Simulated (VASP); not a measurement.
# SnO2 (P4_2/mnm) in VASP: single point with PBE

Aim: the single point of SnO2 with PBE.

Program: VASP 6.6.1. These are calculated values, not measurements. Logs are shortened: lines on timing, memory, paths and dates and some standing lists are left out, and cuts for length are marked.

## (1) The cell of the first run

Symmetry: P4_2/mnm, No. 136, tetragonal system. The conventional cell has a = 4.828 Å, b = 4.828 Å, c = 3.238 Å, α = 90.00°, β = 90.00°, γ = 90.00°. Sn (site symmetry mmm) has 6 O at 2.09 Å within 2.8 Å. Within 2.8 Å of O (site symmetry m2m) lie 3 Sn at 2.09 Å and 1 O at 2.64 Å.

## (2) Single point, PBE

Contents of INCAR:

```
SYSTEM = SnO2
ALGO = Normal ; EDIFF = 1E-6
ENCUT = 600 ; GGA = PE
GGA_COMPAT = .FALSE. ; ISIF = 2
ISMEAR = 0 ; LASPH = .TRUE.
LCHARG = .FALSE. ; LREAL = .FALSE.
LWAVE = .FALSE. ; NBANDS = 35
NELM = 120 ; PREC = Accurate
SIGMA = 0.01
```

Contents of KPOINTS:

```
k-points
0
G
  8 8 12
  0 0 0
```

Contents of POSCAR:

```
SnO2
1.0
    4.8275078990      0.0000000000      0.0000000000
    0.0000000000      4.8275078990      0.0000000000
    0.0000000000      0.0000000000      3.2381985692
Sn O
2 4
Direct
    0.0000000000      0.0000000000      0.0000000000
    0.5000000000      0.5000000000      0.5000000000
    0.3065793390      0.3065793390      0.0000000000
    0.1934206610      0.8065793390      0.5000000000
    0.6934206610      0.6934206610      0.0000000000
    0.8065793390      0.1934206610      0.5000000000
```

Potentials or basis: VASP PAW PBE potentials, release 64 (Sn_d, O).

Run with:

```
$ cat potpaw_PBE.64/Sn_d/POTCAR potpaw_PBE.64/O/POTCAR > POTCAR
$ mpirun -np 1 vasp_std > vasp.out
```

OUTCAR:

```text
SYSTEM = SnO2
   EDIFF = 1E-6
   ENCUT = 600
   GGA = PE
   ISIF = 2
   ISMEAR = 0
   LASPH = .TRUE.
   LREAL = .FALSE.
   NELM = 120
   PREC = Accurate

 ion  position               nearest neighbor table
   1  0.000  0.000  0.000-   4 2.09   6 2.09   4 2.09   6 2.09   5 2.09   3 2.09
   2  0.500  0.500  0.500-   3 2.09   5 2.09   3 2.09   5 2.09   4 2.09   6 2.09
   3  0.307  0.307  0.000-   2 2.09   2 2.09   1 2.09
   4  0.193  0.807  0.500-   1 2.09   1 2.09   2 2.09
   5  0.693  0.693  0.000-   2 2.09   2 2.09   1 2.09
   6  0.807  0.193  0.500-   1 2.09   1 2.09   2 2.09

  LATTYP: Found a simple tetragonal cell.
 ALAT       =     4.8275078990
 C/A-ratio  =     0.6707805843

  Lattice vectors:

 A1 = (   4.8275078990,   0.0000000000,   0.0000000000)
 A2 = (   0.0000000000,   4.8275078990,   0.0000000000)
 A3 = (   0.0000000000,   0.0000000000,   3.2381985692)

Analysis of symmetry for initial positions (statically):
=====================================================================
 Subroutine PRICEL returns:
 Original cell was already a primitive cell.

 Routine SETGRP: Setting up the symmetry group for a
 simple tetragonal supercell.

 Subroutine GETGRP returns: Found 16 space group operations
 (whereof  8 operations were pure point group operations)
 out of a pool of 16 trial point group operations.

The static configuration has the point symmetry D_2h.
 The point group associated with its full space group is D_4h.

Analysis of symmetry for dynamics (positions and initial velocities):
=====================================================================
 Subroutine PRICEL returns:
 Original cell was already a primitive cell.

 Routine SETGRP: Setting up the symmetry group for a
 simple tetragonal supercell.

 Subroutine GETGRP returns: Found 16 space group operations
 (whereof  8 operations were pure point group operations)
 out of a pool of 16 trial point group operations.

The dynamic configuration has the point symmetry D_2h.
 The point group associated with its full space group is D_4h.

 Subroutine INISYM returns: Found 16 space group operations
 (whereof  8 operations are pure point group operations),
 and found     1 'primitive' translations

----------------------------------------------------------------------------------------

                                     Primitive cell

  volume of cell :      75.4657

  direct lattice vectors                    reciprocal lattice vectors
     4.827507899  0.000000000  0.000000000     0.207146217  0.000000000  0.000000000
     0.000000000  4.827507899  0.000000000     0.000000000  0.207146217  0.000000000
     0.000000000  0.000000000  3.238198569     0.000000000  0.000000000  0.308813675

  length of vectors
     4.827507899  4.827507899  3.238198569     0.207146217  0.207146217  0.308813675

  position of ions in fractional coordinates (direct lattice)
     0.000000000  0.000000000  0.000000000
     0.500000000  0.500000000  0.500000000
     0.306579339  0.306579339  0.000000000
     0.193420661  0.806579339  0.500000000
     0.693420661  0.693420661  0.000000000
     0.806579339  0.193420661  0.500000000

  ion indices of the primitive-cell ions
   primitive index   ion index
                 1           1
                 2           2
                 3           3
                 4           4
                 5           5
                 6           6

----------------------------------------------------------------------------------------

 KPOINTS: k-points

Automatic generation of k-mesh.
 Grid dimensions read from file:
 generate k-points for:    8    8   12

 Generating k-lattice:

  Cartesian coordinates                     Fractional coordinates (reciprocal lattice)
     0.025893277  0.000000000  0.000000000     0.125000000  0.000000000  0.000000000
     0.000000000  0.025893277  0.000000000     0.000000000  0.125000000  0.000000000
     0.000000000  0.000000000  0.025734473     0.000000000  0.000000000  0.083333333

  Length of vectors
     0.025893277  0.025893277  0.025734473

  Shift w.r.t. Gamma in fractional coordinates (k-lattice)
     0.000000000  0.000000000  0.000000000

 Subroutine IBZKPT returns following result:
 ===========================================

 Found    105 irreducible k-points:

 Following reciprocal coordinates:
            Coordinates               Weight
  0.000000  0.000000  0.000000      1.000000
  0.125000  0.000000  0.000000      4.000000
  0.250000  0.000000  0.000000      4.000000
  0.375000  0.000000  0.000000      4.000000
  0.500000  0.000000  0.000000      2.000000
  0.125000  0.125000  0.000000      4.000000
[... 16 lines left out ...]
  0.375000  0.125000  0.083333     16.000000
  0.500000  0.125000  0.083333      8.000000
 [... further k-points ...]
   k-points           NKPTS =    105   k-points in BZ     NKDIM =    105   number of bands    NBANDS=     35
   number of dos      NEDOS =    301   number of ions     NIONS =      6
   total plane-waves  NPLWV =  44800
   dimension x,y,z NGX =    40 NGY =   40 NGZ =   28
   dimension x,y,z NGXF=    80 NGYF=   80 NGZF=   56
   ions per type =               2   4
   NGX,Y,Z   is equivalent  to a cutoff of  13.77, 13.77, 14.37 a.u.
   NGXF,Y,Z  is equivalent  to a cutoff of  27.55, 27.55, 28.75 a.u.
 SYSTEM =  SnO2
   PREC   = accura    normal or accurate (medium, high low for compatibility)
   ISTART =      0    job   : 0-new  1-cont  2-samecut
   ICHARG =      2    charge: 1-file 2-atom 10-const
   ISPIN  =      1    spin polarized calculation?
   LNONCOLLINEAR =      F non collinear calculations
   LSORBIT =      F    spin-orbit coupling
   LASPH  =      T    aspherical Exc in radial PAW
   ENCUT  =  600.0 eV  44.10 Ry    6.64 a.u.   9.64  9.64  6.47*2*pi/ulx,y,z
   NELM   =    120;   NELMIN=  2; NELMDL= -5     # of ELM steps
   EDIFF  = 0.1E-05   stopping-criterion for ELM
   LREAL  =      F    real-space projection
   EDIFFG = 0.1E-04   stopping-criterion for IOM
   NSW    =      0    number of steps for IOM
   IBRION =     -1    ionic relax: 0-MD 1-quasi-New 2-CG
   NFREE  =      0    steps in history (QN), initial steepest desc. (CG)
   ISIF   =      2    stress and relaxation
   ISYM   =      2    0-nonsym 1-usesym 2-fastsym
   POTIM  = 0.5000    time-step for ionic-motion
   TEBEG  =    0.0;   TEEND  =   0.0 temperature during run
   PSTRESS=    0.0 pullay stress
   NELECT =      52.0000    total number of electrons
   NUPDOWN=      -1.0000    fix difference up-down
   EMIN   =  10.00;   EMAX   =-10.00  energy-range for DOS
   EFERMI =   0.00;   METHOD = LEGACY
   ISMEAR =     0;   SIGMA  =   0.01  broadening in eV -4-tet -1-fermi 0-gaus
   EFERMI_NEDOS =   21; number of points for ismear=-14 and -15
   IALGO  =     38    algorithm
   IMIX   =      4    mixing-type and parameters
     AMIX     =   0.40;   BMIX     =  1.00
     AMIX_MAG =   1.60;   BMIX_MAG =  1.00
  volume/ion in A,a.u.               =      12.58        84.88
  Fermi-wavevector in a.u.,A,eV,Ry     =   1.445971  2.732488 28.447482  2.090831
  Thomas-Fermi vector in A             =   2.564092
   LORBIT       =      0    0 simple, 1 ext, 2 COOP (PROOUT), +10 PAW based schemes
   GGA     = PE    functional components
   LHFCALC =     F    Hartree Fock is set to
   AEXX    =    0.0000 exact exchange contribution
   IVDW    =     0    specifies the selected vdW correction
   LEPSILON=     F    determine dielectric tensor
   LRPA    =     F    only Hartree local field effects (RPA)
 non-spin polarized calculation
 Gauss-broadening in eV      SIGMA  =   0.01
  energy-cutoff  :      600.00
  volume of cell :       75.47
 maximum number of plane-waves:      2553
 NGX is ok and might be reduce to    40
   NGX = 19   NGY = 19   NGZ = 13

 number of electron      52.0000001 magnetization

 Free energy of the ion-electron system (eV)
  ---------------------------------------------------
  ext. energy  EPLUGINS =         0.00000000
  ---------------------------------------------------
  free energy    TOTEN  =       -37.32041074 eV

  energy without entropy =      -37.32041074  energy(sigma->0) =      -37.32041074

 E-fermi :   5.6676     XC(G=0): -10.9756

 val. band max:        5.5288337322   @ k =   0.0000   0.0000   0.0000
 cond. band min:       6.1977843809   @ k =   0.0000   0.0000   0.0000
 fundamental gap:      0.6689506487
 Fermi energy:         5.6676183679

 k-point     1 :       0.0000    0.0000    0.0000
  band No.  band energies     occupation
      1     -15.5057      2.00000
      2     -14.8413      2.00000
      3     -14.6482      2.00000
      4     -14.6208      2.00000
      5     -14.6208      2.00000
      6     -14.5552      2.00000
[... 27 lines left out ...]
     34      17.0104      0.00000
     35      17.7653      0.00000

 k-point     2 :       0.1250    0.0000    0.0000
  band No.  band energies     occupation
      1     -15.4845      2.00000
      2     -14.8643      2.00000
      3     -14.6478      2.00000
      4     -14.6200      2.00000
      5     -14.6199      2.00000
      6     -14.5727      2.00000
[... 27 lines left out ...]
     34      17.0632      0.00000
     35      17.7949      0.00000

 k-point     3 :       0.2500    0.0000    0.0000
  band No.  band energies     occupation
      1     -15.4224      2.00000
      2     -14.9393      2.00000
      3     -14.6463      2.00000
      4     -14.6178      2.00000
      5     -14.6177      2.00000
      6     -14.6053      2.00000
[... 27 lines left out ...]
     34      17.2730      0.00000
     35      17.7735      0.00000

 k-point     4 :       0.3750    0.0000    0.0000
  band No.  band energies     occupation
      1     -15.3237      2.00000
      2     -15.0601      2.00000
      3     -14.6436      2.00000
      4     -14.6275      2.00000
      5     -14.6156      2.00000
      6     -14.6155      2.00000
[... 27 lines left out ...]
     34      17.5655      0.00000
     35      17.7638      0.00000

 k-point     5 :       0.5000    0.0000    0.0000
  band No.  band energies     occupation
      1     -15.1973      2.00000
      2     -15.1973      2.00000
      3     -14.6383      2.00000
      4     -14.6383      2.00000
      5     -14.6147      2.00000
      6     -14.6147      2.00000
[... 638 lines left out ...]
 k-point    22 :       0.2500    0.1250    0.0833
  band No.  band energies     occupation
      1     -15.3853      2.00000
      2     -14.9490      2.00000
      3     -14.6903      2.00000
      4     -14.6802      2.00000
      5     -14.6250      2.00000
      6     -14.5769      2.00000
[... 27 lines left out ...]
     34      17.3450      0.00000
     35      17.7378      0.00000

 k-point    23 :       0.3750    0.1250    0.0833
  band No.  band energies     occupation
      1     -15.3002      2.00000
      2     -15.0656      2.00000
      3     -14.6907      2.00000
      4     -14.6848      2.00000
      5     -14.6137      2.00000
      6     -14.5882      2.00000
[... 27 lines left out ...]
     34      17.5549      0.00000
     35      17.7382      0.00000

 k-point    24 :       0.5000    0.1250    0.0833
  band No.  band energies     occupation
      1     -15.1895      2.00000
      2     -15.1895      2.00000
      3     -14.6886      2.00000
      4     -14.6886      2.00000
      5     -14.6008      2.00000
      6     -14.6008      2.00000
[... 27 lines left out ...]
     34      17.5769      0.00000
     35      17.7182      0.00000

 [... further k-points ...]

------------------------ aborting loop because EDIFF is reached ----------------------------------------

  FORCE on cell =-STRESS in cart. coord.  units (eV):
  Direction    XX          YY          ZZ          XY          YZ          ZX
  --------------------------------------------------------------------------------------
  -------------------------------------------------------------------------------------
  Total        0.1596489      0.1596489      0.2881274      0.0000000      0.0000000      0.0000000
  in kB        3.3894323      3.3894323      6.1171018      0.0000000      0.0000000      0.0000000
  external PRESSURE =       4.2986554 kB  Pullay stress =       0.0000000 kB

 VOLUME and BASIS-vectors are now :
 -----------------------------------------------------------------------------
  energy-cutoff  :      600.00
  volume of cell :       75.47
      direct lattice vectors                 reciprocal lattice vectors
     4.827507899  0.000000000  0.000000000     0.207146217  0.000000000  0.000000000
     0.000000000  4.827507899  0.000000000     0.000000000  0.207146217  0.000000000
     0.000000000  0.000000000  3.238198569     0.000000000  0.000000000  0.308813675

 POSITION                                       TOTAL-FORCE (eV/Angst)
 -----------------------------------------------------------------------------------
      0.00000      0.00000      0.00000         0.000000      0.000000      0.000000
      2.41375      2.41375      1.61910         0.000000      0.000000      0.000000
      1.48001      1.48001      0.00000        -0.011474     -0.011474      0.000000
      0.93374      3.89377      1.61910         0.011474     -0.011474      0.000000
      3.34749      3.34749      0.00000         0.011474      0.011474     -0.000000
      3.89377      0.93374      1.61910        -0.011474      0.011474      0.000000
 -----------------------------------------------------------------------------------
    total drift:                                0.000000     -0.000000     -0.000000

  FREE ENERGIE OF THE ION-ELECTRON SYSTEM (eV)
  ---------------------------------------------------
  free  energy   TOTEN  =       -37.3204107428 eV

  energy  without entropy=      -37.3204107428  energy(sigma->0) =      -37.32041074
```

Wall time 2.8 min (1 thread of Intel Xeon 6975P-C (Granite Rapids), shared host); peak memory 0.38 GiB.

Results:

```
Free energy            : -37.3204 eV
Pressure               : 0.4 GPa
Largest force          : 0.016 eV/Å
Band gap on the k mesh : 0.67 eV
```

Forces in eV/Å, atoms in the order of the input:
```
Sn   0.000  0.000  0.000
Sn   0.000  0.000  0.000
O   -0.011 -0.011  0.000
O    0.011 -0.011  0.000
O    0.011  0.011  0.000
O   -0.011  0.011  0.000
```

Caveat: spin-orbit coupling is left out, which moves the levels of the heavy elements.
